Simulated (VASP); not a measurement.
# CaO (I4/mmm) in VASP: notebook, part 3 of 3

VASP 6.6.1. Earlier steps stand in the parts before.

## 5. Single point, r2SCAN (uniaxial x strain +6.0%)

POSCAR reads:

```
CaO
1.0
    0.0000000000      2.3975501103      2.3975501103
    2.5409236069      0.0000000000      2.3975501103
    2.5409236069      2.3975501103      0.0000000000
Ca O
1 1
Direct
    0.0000000000      0.0000000000      0.0000000000
    0.5000000000      0.5000000000      0.5000000000
```

INCAR.step1 reads:

```
SYSTEM = CaO
PREC = Accurate
ENCUT = 520
ISMEAR = 0
SIGMA = 0.01
LREAL = .FALSE.
LASPH = .TRUE.
NELM = 100
NBANDS = 15
GGA = PE
ALGO = Normal
EDIFF = 1E-4
LWAVE = .TRUE.
LCHARG = .FALSE.
```

INCAR.step2 reads:

```
SYSTEM = CaO
PREC = Accurate
ENCUT = 520
EDIFF = 1E-6
ISMEAR = 0
SIGMA = 0.01
LREAL = .FALSE.
LASPH = .TRUE.
NELM = 100
ALGO = Normal
ISIF = 2
LWAVE = .FALSE.
LCHARG = .FALSE.
METAGGA = R2SCAN
LMIXTAU = .TRUE.
NBANDS = 15
ISTART = 1
```

KPOINTS reads:

```
regular mesh
0
G
  10 10 10
  0 0 0
```

Potentials or basis: VASP PAW PBE potentials, release 64 (Ca_sv, O).

Command:

```sh
$ cat potpaw_PBE.64/Ca_sv/POTCAR potpaw_PBE.64/O/POTCAR > POTCAR
$ cp INCAR.step1 INCAR
$ mpirun -np 1 vasp_std > vasp.out
$ cp INCAR.step2 INCAR
$ mpirun -np 1 vasp_std > vasp.out
```

OUTCAR:

```text
SYSTEM = CaO
   PREC = Accurate
   ENCUT = 520
   EDIFF = 1E-6
   ISMEAR = 0
   LREAL = .FALSE.
   LASPH = .TRUE.
   NELM = 100
   ISIF = 2
   METAGGA = R2SCAN
   ISTART = 1

 ion  position               nearest neighbor table
   1  0.000  0.000  0.000-   2 2.40   2 2.40   2 2.40   2 2.40   2 2.54   2 2.54
   2  0.500  0.500  0.500-   1 2.40   1 2.40   1 2.40   1 2.40   1 2.54   1 2.54

  LATTYP: Found a body centered tetragonal cell.
 ALAT       =     3.3906478825
 C/A-ratio  =     1.4987835334

  Lattice vectors:

 A1 = (   2.5409236069,   0.0000000000,   2.3975501103)
 A2 = (   2.5409236069,   0.0000000000,  -2.3975501103)
 A3 = (  -2.5409236069,   2.3975501103,   0.0000000000)

Analysis of symmetry for initial positions (statically):
=====================================================================
 Subroutine PRICEL returns:
 Original cell was already a primitive cell.

 Routine SETGRP: Setting up the symmetry group for a
 body centered tetragonal supercell.

 Subroutine GETGRP returns: Found 16 space group operations
 (whereof 16 operations were pure point group operations)
 out of a pool of 16 trial point group operations.

The static configuration has the point symmetry D_4h.

Analysis of symmetry for dynamics (positions and initial velocities):
=====================================================================
 Subroutine PRICEL returns:
 Original cell was already a primitive cell.

 Routine SETGRP: Setting up the symmetry group for a
 body centered tetragonal supercell.

 Subroutine GETGRP returns: Found 16 space group operations
 (whereof 16 operations were pure point group operations)
 out of a pool of 16 trial point group operations.

The dynamic configuration has the point symmetry D_4h.

 Subroutine INISYM returns: Found 16 space group operations
 (whereof 16 operations are pure point group operations),
 and found     1 'primitive' translations

----------------------------------------------------------------------------------------

[... 122 lines left out ...]
   LRPA    =     F    only Hartree local field effects (RPA)
 non-spin polarized calculation
 Gauss-broadening in eV      SIGMA  =   0.01
  energy-cutoff  :      520.00
  volume of cell :       29.21
 maximum number of plane-waves:       802
 NGX is ok and might be reduce to    28
   NGX = 13   NGY = 13   NGZ = 13

 number of electron      16.0000003 magnetization

 Free energy of the ion-electron system (eV)
  ---------------------------------------------------
  ext. energy  EPLUGINS =         0.00000000
  ---------------------------------------------------
  free energy    TOTEN  =       -19.40688087 eV

  energy without entropy =      -19.40688087  energy(sigma->0) =      -19.40688087

 E-fermi :   1.9690     XC(G=0): -10.8020

 val. band max:        1.7725858660   @ k =   0.0000   0.0000   0.0000
 cond. band min:       5.8911186015   @ k =   0.5000   0.5000   0.0000
 fundamental gap:      4.1185327355
 Fermi energy:         1.9690461791

 k-point     1 :       0.0000    0.0000    0.0000
  band No.  band energies     occupation
      1     -37.5209      2.00000
      2     -17.4858      2.00000
      3     -17.4277      2.00000
      4     -17.4277      2.00000
      5     -14.6478      2.00000
      6       1.6680      2.00000
      7       1.7726      2.00000
      8       1.7726      2.00000
      9       6.6416      0.00000
     10       8.2304      0.00000
     11       8.6048      0.00000
     12       8.6048      0.00000
     13       9.8495      0.00000
     14      10.2310      0.00000
[... 401 lines left out ...]
      2     -18.0211      2.00000
      3     -17.6256      2.00000
      4     -17.6133      2.00000
      5     -14.1341      2.00000
      6       0.1380      2.00000
      7       1.1530      2.00000
      8       1.2657      2.00000
      9       6.5554      0.00000
     10       9.5249      0.00000
     11      10.9961      0.00000
     12      11.0334      0.00000
     13      11.2318      0.00000
     14      13.1672      0.00000
     15      17.8992      0.00000

 [... further k-points ...]

------------------------ aborting loop because EDIFF is reached ----------------------------------------

  FORCE on cell =-STRESS in cart. coord.  units (eV):
  Direction    XX          YY          ZZ          XY          YZ          ZX
  --------------------------------------------------------------------------------------
  -------------------------------------------------------------------------------------
  Total       -1.6572467     -0.3891071     -0.3891071      0.0000000      0.0000000      0.0000000
  in kB      -90.8951569    -21.3413916    -21.3413916      0.0000000      0.0000000      0.0000000
  external PRESSURE =     -44.5259800 kB  Pullay stress =       0.0000000 kB

 VOLUME and BASIS-vectors are now :
 -----------------------------------------------------------------------------
  energy-cutoff  :      520.00
  volume of cell :       29.21
      direct lattice vectors                 reciprocal lattice vectors
     0.000000000  2.397550110  2.397550110    -0.196778840  0.208546215  0.208546215
     2.540923607  0.000000000  2.397550110     0.196778840 -0.208546215  0.208546215
     2.540923607  2.397550110  0.000000000     0.196778840  0.208546215 -0.208546215

 POSITION                                       TOTAL-FORCE (eV/Angst)
 -----------------------------------------------------------------------------------
      0.00000      0.00000      0.00000         0.000000      0.000000      0.000000
      2.54092      2.39755      2.39755        -0.000000     -0.000000     -0.000000
 -----------------------------------------------------------------------------------
    total drift:                                0.000000      0.000000      0.000000

  FREE ENERGIE OF THE ION-ELECTRON SYSTEM (eV)
  ---------------------------------------------------
  free  energy   TOTEN  =       -19.4068808740 eV

  energy  without entropy=      -19.4068808740  energy(sigma->0) =      -19.40688087
```

OUTCAR.step1:

```text
SYSTEM = CaO
   PREC = Accurate
   ENCUT = 520
   ISMEAR = 0
   LREAL = .FALSE.
   LASPH = .TRUE.
[... 655 lines left out ...]
      0.00000      0.00000      0.00000         0.000000      0.000000      0.000000
      2.54092      2.39755      2.39755        -0.000000      0.000000     -0.000000
 -----------------------------------------------------------------------------------
    total drift:                                0.000000      0.000000      0.000000

  FREE ENERGIE OF THE ION-ELECTRON SYSTEM (eV)
  ---------------------------------------------------
  free  energy   TOTEN  =       -12.7749043627 eV

  energy  without entropy=      -12.7749043627  energy(sigma->0) =      -12.77490436
```

OSZICAR.step1:

```text
N       E                     dE             d eps       ncg     rms          rms(c)
DAV:   1     0.125045745320E+03    0.12505E+03   -0.83606E+03  3060   0.108E+03
DAV:   2    -0.905221533818E+01   -0.13410E+03   -0.12412E+03  3761   0.288E+02
DAV:   3    -0.143659265130E+02   -0.53137E+01   -0.52745E+01  3749   0.592E+01
DAV:   4    -0.145086426823E+02   -0.14272E+00   -0.14266E+00  4331   0.870E+00
DAV:   5    -0.145098315188E+02   -0.11888E-02   -0.11888E-02  3660   0.695E-01    0.860E+00
DAV:   6    -0.128660914032E+02    0.16437E+01   -0.53814E+00  3439   0.220E+01    0.376E+00
DAV:   7    -0.127789551811E+02    0.87136E-01   -0.43393E-01  3384   0.666E+00    0.183E+00
DAV:   8    -0.127754053117E+02    0.35499E-02   -0.79685E-02  3893   0.304E+00    0.401E-01
DAV:   9    -0.127742041135E+02    0.12012E-02   -0.43857E-03  3244   0.542E-01    0.113E-01
DAV:  10    -0.127749277165E+02   -0.72360E-03   -0.83363E-04  3726   0.247E-01    0.457E-02
DAV:  11    -0.127749043627E+02    0.23354E-04   -0.44105E-05  2671   0.828E-02
   1 F= -.12774904E+02 E0= -.12774904E+02  d E =-.152166E-33
```

Wall time 1.9 min (1 thread of AMD EPYC 9R45 (Zen 5), shared host); peak memory 0.16 GiB.

Results:

* Free energy: -19.4069 eV
* Pressure: -4.5 GPa
* Band gap on the k mesh: 4.12 eV, indirect (least direct gap 4.54 eV)

Levels at points of the mesh, in eV from the valence-band top:
```
           k point  band 5  band 6  band 7  band 8  band 9  band 10  band 11  band 12
(0.00, 0.00, 0.00)  -16.42   -0.10    0.00    0.00    4.87     6.46     6.83     6.83
(0.50, 0.00, 0.00)  -15.32   -2.53   -1.15   -1.15    7.41     8.73     8.75     8.79
(0.50, 0.50, 0.00)  -16.20   -1.24   -0.50   -0.42    4.12     8.31     9.38     9.64
(0.00, 0.50, 0.50)  -16.21   -1.53   -0.33   -0.33    4.29     8.35     9.34     9.83
```

Caveat: the cell differs from its parent crystal (uniaxial x strain +6.0%); the PAW data sets were made with another functional, which shifts forces and pressure a little.

## 6. Single point, PBE (biaxial xy strain -6.0%)

INCAR reads:

```
SYSTEM = CaO
ALGO = Normal
EDIFF = 1E-6
ENCUT = 520
GGA = PE
ISIF = 2
ISMEAR = -1
LASPH = .TRUE.
LCHARG = .TRUE.
LELF = .TRUE.
LREAL = .FALSE.
LVHAR = .TRUE.
LWAVE = .FALSE.
NBANDS = 15
NELM = 100
PREC = Accurate
SIGMA = 0.02
```

KPOINTS reads:

```
k-points
0
G
  10 10 10
  0 0 0
```

POSCAR reads:

```
CaO
1.0
    0.0000000000      2.2544163687      2.3975501103
    2.2544163687      0.0000000000      2.3975501103
    2.2544163687      2.2544163687      0.0000000000
Ca O
1 1
Direct
    0.0000000000      0.0000000000      0.0000000000
    0.5000000000      0.5000000000      0.5000000000
```

Potentials or basis: VASP PAW PBE potentials, release 64 (Ca_sv, O).

Command:

```sh
$ cat potpaw_PBE.64/Ca_sv/POTCAR potpaw_PBE.64/O/POTCAR > POTCAR
$ mpirun -np 1 vasp_std > vasp.out
```

It took 17 s on 1 thread of AMD EPYC 9R45 (Zen 5), shared host; peak memory 0.13 GiB.

The run converged. Its results:

```
Free energy            : -12.5052 eV
Pressure               : 23.4 GPa
Band gap on the k mesh : 3.42 eV, indirect (least direct gap 3.77 eV)
```

Stress tensor (GPa, compression positive):
```
29.42  0.00  0.00
 0.00 29.42  0.00
 0.00  0.00 11.45
```

Levels at points of the mesh, in eV from the valence-band top:
```
           k point  band 5  band 6  band 7  band 8  band 9  band 10  band 11  band 12
(0.00, 0.00, 0.00)  -15.88   -0.23    0.00    0.00    5.53     6.13     6.63     6.63
(0.50, 0.00, 0.00)  -13.98   -3.04   -1.60   -1.59    7.58     8.98     9.08     9.43
(0.50, 0.50, 0.00)  -15.67   -1.56   -0.28   -0.28    3.62     8.95     9.59    10.33
(0.50, 0.00, 0.50)  -15.68   -1.11   -0.58   -0.34    3.42     8.84     9.76    10.07
```

Caveat: the cell differs from its parent crystal (biaxial xy strain -6.0%). A k mesh can miss the band edges.

## 7. The runs side by side

```tsv
level	cell	k mesh	smearing	grid for exact exchange (PRECFOCK)	screening parameter	gap on the mesh (eV)	pressure (GPa)
r2SCAN	a = 3.461, b = 3.461, c = 3.391 Å, angles 60.7, 60.7, 58.7°, 2 atoms	10 × 10 × 10	gaussian 0.01 eV	-	-	4.13	-3.0
r2SCAN	a = 3.291, b = 3.291, c = 3.188 Å, angles 61.0, 61.0, 57.9°, 2 atoms	10 × 10 × 10	gaussian 0.01 eV	-	-	3.97	22.0
HSE06	a = 3.291, b = 3.291, c = 3.188 Å, angles 61.0, 61.0, 57.9°, 2 atoms	6 × 6 × 6	gaussian 0.01 eV	Normal	0.2079 1/Å	5.12	21.4
r2SCAN	a = 3.391, b = 3.493, c = 3.493 Å, angles 58.1, 61.0, 61.0°, 2 atoms	10 × 10 × 10	gaussian 0.01 eV	-	-	4.12	-4.5
PBE	a = 3.291, b = 3.291, c = 3.188 Å, angles 61.0, 61.0, 57.9°, 2 atoms	10 × 10 × 10	fermi-dirac 0.02 eV	-	-	3.42	23.4
```

Alike in all rows: task single point; potentials or basis VASP PAW PBE potentials, release 64 (Ca_sv, O); no spin polarisation; cutoff (eV) 520.

Caveats: the PAW data sets were made with another functional, which shifts forces and pressure a little (some runs).

Total energies depend on the potentials used, so only differences within one code and one set of settings carry meaning.
